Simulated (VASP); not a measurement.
# SrCa3 (Pm-3m) in VASP: single point with LDA

Aim: the single point of SrCa3 with LDA.

All numbers are computed with VASP 6.6.1; they aren't measurements. Logs are shortened: lines on timing, memory, paths and dates and some standing lists are left out, and cuts for length are marked.

**1. The cell of the first run**

Symmetry: Pm-3m, No. 221, cubic system. Conventional cell: a = 5.717 Å, b = 5.717 Å, c = 5.717 Å, α = 90.00°, β = 90.00°, γ = 90.00°. Within 5.3 Å of Sr (site symmetry m-3m) lie 12 Ca at 4.04 Å. Ca (site symmetry 4/mmm) has 4 Sr at 4.04 Å and 8 Ca at 4.04 Å within 5.3 Å.

**2. Single point, LDA**

INCAR

```
  ALGO = Normal
  EDIFF = 1E-6
  ENCUT = 500
  GGA = CA
  GGA_COMPAT = F
  ISIF = 2
  ISMEAR = -1
  LASPH = T
  LCHARG = F
  LREAL = F
  LWAVE = F
  NBANDS = 28
  NELM = 120
  PREC = Accurate
  SIGMA = 0.1
```

KPOINTS

```
Automatic mesh
0
Gamma
  3 3 3
  0.5 0.5 0.5
```

POSCAR

```
SrCa3
1.0
    5.7167657700      0.0000000000      0.0000000000
    0.0000000000      5.7167657700      0.0000000000
    0.0000000000      0.0000000000      5.7167657700
Sr Ca
1 3
Direct
    0.0000000000      0.0000000000      0.0000000000
    0.0000000000      0.5000000000      0.5000000000
    0.5000000000      0.0000000000      0.5000000000
    0.5000000000      0.5000000000      0.0000000000
```

Potentials or basis: VASP PAW LDA potentials, release 64 (Sr_sv, Ca_sv).

The run is started by

```
$ cat potpaw_LDA.64/Sr_sv/POTCAR potpaw_LDA.64/Ca_sv/POTCAR > POTCAR
$ mpirun -np 1 vasp_std > vasp.out
```

OUTCAR:

```text
EDIFF = 1E-6
   ENCUT = 500
   GGA = CA
   ISIF = 2
   ISMEAR = -1
   LASPH = T
   LREAL = F
   NELM = 120
   PREC = Accurate

 ion  position               nearest neighbor table
   1  0.000  0.000  0.000-   2 4.04   3 4.04   4 4.04   2 4.04   3 4.04   2 4.04   4 4.04   2 4.04
                             3 4.04   4 4.04   3 4.04   4 4.04
   2  0.000  0.500  0.500-   1 4.04   1 4.04   1 4.04   1 4.04
   3  0.500  0.000  0.500-   1 4.04   1 4.04   1 4.04   1 4.04
   4  0.500  0.500  0.000-   1 4.04   1 4.04   1 4.04   1 4.04

  LATTYP: Found a simple cubic cell.
 ALAT       =     5.7167657700

  Lattice vectors:

 A1 = (   5.7167657700,   0.0000000000,   0.0000000000)
 A2 = (   0.0000000000,   5.7167657700,   0.0000000000)
 A3 = (   0.0000000000,   0.0000000000,   5.7167657700)

Analysis of symmetry for initial positions (statically):
=====================================================================
 Subroutine PRICEL returns:
 Original cell was already a primitive cell.

 Routine SETGRP: Setting up the symmetry group for a
 simple cubic supercell.

 Subroutine GETGRP returns: Found 48 space group operations
 (whereof 48 operations were pure point group operations)
 out of a pool of 48 trial point group operations.

The static configuration has the point symmetry O_h .

Analysis of symmetry for dynamics (positions and initial velocities):
=====================================================================
 Subroutine PRICEL returns:
 Original cell was already a primitive cell.

 Routine SETGRP: Setting up the symmetry group for a
 simple cubic supercell.

 Subroutine GETGRP returns: Found 48 space group operations
 (whereof 48 operations were pure point group operations)
 out of a pool of 48 trial point group operations.

The dynamic configuration has the point symmetry O_h .

 Subroutine INISYM returns: Found 48 space group operations
 (whereof 48 operations are pure point group operations),
 and found     1 'primitive' translations

----------------------------------------------------------------------------------------

                                     Primitive cell

  volume of cell :     186.8320

  direct lattice vectors                    reciprocal lattice vectors
     5.716765770  0.000000000  0.000000000     0.174924081  0.000000000  0.000000000
     0.000000000  5.716765770  0.000000000     0.000000000  0.174924081  0.000000000
     0.000000000  0.000000000  5.716765770     0.000000000  0.000000000  0.174924081

  length of vectors
     5.716765770  5.716765770  5.716765770     0.174924081  0.174924081  0.174924081

  position of ions in fractional coordinates (direct lattice)
     0.000000000  0.000000000  0.000000000
     0.000000000  0.500000000  0.500000000
     0.500000000  0.000000000  0.500000000
     0.500000000  0.500000000  0.000000000

  ion indices of the primitive-cell ions
   primitive index   ion index
                 1           1
                 2           2
                 3           3
                 4           4

----------------------------------------------------------------------------------------

 KPOINTS: Automatic mesh

Automatic generation of k-mesh.
 Grid dimensions read from file:
 generate k-points for:    3    3    3

 Generating k-lattice:

  Cartesian coordinates                     Fractional coordinates (reciprocal lattice)
     0.058308027  0.000000000  0.000000000     0.333333333  0.000000000  0.000000000
     0.000000000  0.058308027  0.000000000     0.000000000  0.333333333  0.000000000
     0.000000000  0.000000000  0.058308027     0.000000000  0.000000000  0.333333333

  Length of vectors
     0.058308027  0.058308027  0.058308027

  Shift w.r.t. Gamma in fractional coordinates (k-lattice)
     0.500000000  0.500000000  0.500000000

 Subroutine IBZKPT returns following result:
 ===========================================

 Found      4 irreducible k-points:

 Following reciprocal coordinates:
            Coordinates               Weight
  0.166667  0.166667  0.166667      8.000000
  0.500000  0.166667  0.166667     12.000000
  0.500000  0.500000  0.166667      6.000000
  0.500000  0.500000  0.500000      1.000000
   k-points           NKPTS =      4   k-points in BZ     NKDIM =      4   number of bands    NBANDS=     28
   number of dos      NEDOS =    301   number of ions     NIONS =      4
   total plane-waves  NPLWV =  74088
   dimension x,y,z NGX =    42 NGY =   42 NGZ =   42
   dimension x,y,z NGXF=    84 NGYF=   84 NGZF=   84
   ions per type =               1   3
   NGX,Y,Z   is equivalent  to a cutoff of  12.21, 12.21, 12.21 a.u.
   NGXF,Y,Z  is equivalent  to a cutoff of  24.43, 24.43, 24.43 a.u.
 SYSTEM =  unknown system
   PREC   = accura    normal or accurate (medium, high low for compatibility)
   ISTART =      0    job   : 0-new  1-cont  2-samecut
   ICHARG =      2    charge: 1-file 2-atom 10-const
   ISPIN  =      1    spin polarized calculation?
   LNONCOLLINEAR =      F non collinear calculations
   LSORBIT =      F    spin-orbit coupling
   LASPH  =      T    aspherical Exc in radial PAW
   ENCUT  =  500.0 eV  36.75 Ry    6.06 a.u.  10.42 10.42 10.42*2*pi/ulx,y,z
   NELM   =    120;   NELMIN=  2; NELMDL= -5     # of ELM steps
   EDIFF  = 0.1E-05   stopping-criterion for ELM
   LREAL  =      F    real-space projection
   EDIFFG = 0.1E-04   stopping-criterion for IOM
   NSW    =      0    number of steps for IOM
   IBRION =     -1    ionic relax: 0-MD 1-quasi-New 2-CG
   NFREE  =      0    steps in history (QN), initial steepest desc. (CG)
   ISIF   =      2    stress and relaxation
   ISYM   =      2    0-nonsym 1-usesym 2-fastsym
   POTIM  = 0.5000    time-step for ionic-motion
   TEBEG  =    0.0;   TEEND  =   0.0 temperature during run
   PSTRESS=    0.0 pullay stress
   NELECT =      40.0000    total number of electrons
   NUPDOWN=      -1.0000    fix difference up-down
   EMIN   =  10.00;   EMAX   =-10.00  energy-range for DOS
   EFERMI =   0.00;   METHOD = LEGACY
   ISMEAR =    -1;   SIGMA  =   0.10  broadening in eV -4-tet -1-fermi 0-gaus
   EFERMI_NEDOS =   21; number of points for ismear=-14 and -15
   IALGO  =     38    algorithm
   IMIX   =      4    mixing-type and parameters
     AMIX     =   0.40;   BMIX     =  1.00
     AMIX_MAG =   1.60;   BMIX_MAG =  1.00
  volume/ion in A,a.u.               =      46.71       315.20
  Fermi-wavevector in a.u.,A,eV,Ry     =   0.979365  1.850731 13.050098  0.959155
  Thomas-Fermi vector in A             =   2.110212
   LORBIT       =      0    0 simple, 1 ext, 2 COOP (PROOUT), +10 PAW based schemes
   GGA     = CA    functional components
   LHFCALC =     F    Hartree Fock is set to
   AEXX    =    0.0000 exact exchange contribution
   IVDW    =     0    specifies the selected vdW correction
   LEPSILON=     F    determine dielectric tensor
   LRPA    =     F    only Hartree local field effects (RPA)
 non-spin polarized calculation
  energy-cutoff  :      500.00
  volume of cell :      186.83
 maximum number of plane-waves:      4752
 NGX is ok and might be reduce to    42
   NGX = 21   NGY = 21   NGZ = 21

 number of electron      40.0000016 magnetization

 Free energy of the ion-electron system (eV)
  ---------------------------------------------------
  ext. energy  EPLUGINS =         0.00000000
  ---------------------------------------------------
  free energy    TOTEN  =        -8.25534088 eV

  energy without entropy =       -8.00171746  energy(sigma->0) =       -8.12852917

 E-fermi :   1.5571     XC(G=0):  -7.7542

 val. band max:        1.4681822049   @ k =   0.5000   0.1667   0.1667
 cond. band min:       1.5596507182   @ k =   0.5000   0.1667   0.1667
 fundamental gap:      0.0914685133
 Fermi energy:         1.5571343830

 k-point     1 :       0.1667    0.1667    0.1667
  band No.  band energies     occupation
      1     -40.2050      2.00000
      2     -40.1982      2.00000
      3     -40.1982      2.00000
      4     -34.5884      2.00000
      5     -21.5112      2.00000
      6     -21.4987      2.00000
[... 20 lines left out ...]
     27       3.2623      0.00000
     28       3.8209      0.00000

 k-point     2 :       0.5000    0.1667    0.1667
  band No.  band energies     occupation
      1     -40.2027      2.00000
      2     -40.2005      2.00000
      3     -40.1982      2.00000
      4     -34.5883      2.00000
      5     -21.5033      2.00000
      6     -21.4970      2.00000
[... 20 lines left out ...]
     27       3.4185      0.00000
     28       3.5232      0.00000

 k-point     3 :       0.5000    0.5000    0.1667
  band No.  band energies     occupation
      1     -40.2005      2.00000
      2     -40.2005      2.00000
      3     -40.2005      2.00000
      4     -34.5883      2.00000
      5     -21.5095      2.00000
      6     -21.5048      2.00000
[... 20 lines left out ...]
     27       3.1666      0.00000
     28       3.2288      0.00000

 k-point     4 :       0.5000    0.5000    0.5000
  band No.  band energies     occupation
      1     -40.2005      2.00000
      2     -40.2005      2.00000
      3     -40.2005      2.00000
      4     -34.5883      2.00000
      5     -21.5228      2.00000
      6     -21.5100      2.00000
[... 20 lines left out ...]
     27       3.5157      0.00000
     28       3.6334      0.00000

------------------------ aborting loop because EDIFF is reached ----------------------------------------

  FORCE on cell =-STRESS in cart. coord.  units (eV):
  Direction    XX          YY          ZZ          XY          YZ          ZX
  --------------------------------------------------------------------------------------
  -------------------------------------------------------------------------------------
  Total       -2.2137819     -2.2137819     -2.2137819      0.0000000     -0.0000000      0.0000000
  in kB      -18.9842839    -18.9842839    -18.9842839      0.0000000     -0.0000000      0.0000000
  external PRESSURE =     -18.9842839 kB  Pullay stress =       0.0000000 kB

 VOLUME and BASIS-vectors are now :
 -----------------------------------------------------------------------------
  energy-cutoff  :      500.00
  volume of cell :      186.83
      direct lattice vectors                 reciprocal lattice vectors
     5.716765770  0.000000000  0.000000000     0.174924081  0.000000000  0.000000000
     0.000000000  5.716765770  0.000000000     0.000000000  0.174924081  0.000000000
     0.000000000  0.000000000  5.716765770     0.000000000  0.000000000  0.174924081

 POSITION                                       TOTAL-FORCE (eV/Angst)
 -----------------------------------------------------------------------------------
      0.00000      0.00000      0.00000         0.000000      0.000000      0.000000
      0.00000      2.85838      2.85838         0.000000      0.000000      0.000000
      2.85838      0.00000      2.85838         0.000000      0.000000      0.000000
      2.85838      2.85838      0.00000         0.000000      0.000000      0.000000
 -----------------------------------------------------------------------------------
    total drift:                                0.000000     -0.000000     -0.000000

  FREE ENERGIE OF THE ION-ELECTRON SYSTEM (eV)
  ---------------------------------------------------
  free  energy   TOTEN  =        -8.2553408824 eV

  energy  without entropy=       -8.0017174635  energy(sigma->0) =       -8.12852917
```

Run time: 11 s. Hardware: 1 thread of Intel Xeon 6975P-C (Granite Rapids), shared host; peak memory 0.21 GiB.

What came out:

| Property | Result |
| --- | --- |
| Free energy | -8.2553 eV |
| Pressure | -1.9 GPa |
| Band gap on the k mesh | zero (bands 20 and 21 overlap by 0.20 eV) |

Caveat: the k points lie up to 0.37 Å⁻¹ apart.
